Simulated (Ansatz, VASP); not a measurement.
**In5GaP6 in VASP and in Ansatz**

```xyz
12
Lattice="3.8799 0.0000 0.0000 -1.9399 3.3601 0.0000 0.0000 0.0000 18.9198" Properties=species:S:1:pos:R:3 pbc="T T T"
In    1.9399    1.1200   12.4888
In    0.0000    2.2401    6.4310
In    1.9399    1.1200    3.2144
In    0.0000    0.0000    0.0000
In    0.0000    2.2401   15.7053
Ga    0.0000    0.0000    9.4599
P     0.0000    2.2401   10.8259
P     1.9399    1.1200    8.0939
P     0.0000    0.0000    4.8326
P     0.0000    2.2401    1.6127
P     1.9399    1.1200   17.3070
P     0.0000    0.0000   14.0872
```

Alike in both runs: functional PBE; k mesh 12 × 12 × 2; occupations gaussian, width 0.1 eV; no spin polarisation.

Ansatz relaxed the structure, and its values are those at the end. VASP's run is a single point on that final structure, the one shown.

|  | VASP | Ansatz |
| --- | --- | --- |
| version | VASP 6.6.1 | Ansatz 0.2.0 |
| potentials or method | VASP PAW PBE potentials, release 64 (In_d, Ga_d, P), cutoff 500 eV | scalar-relativistic, plane waves, PAW |
| valence electrons in the cell | 108 | 108 |

```tsv
	VASP	Ansatz	Ansatz less VASP
gap on the k mesh at the Fermi level (eV)	none	none	-
pressure (GPa)	0.0	0.0	+0.02
rms of the force components (eV/Å)	0.004	0.004	+0.0001
```

A gap of «none» marks a metal or a gap that the smearing closes. The functional is the same, so the differences come from potentials, cutoffs and numerics.
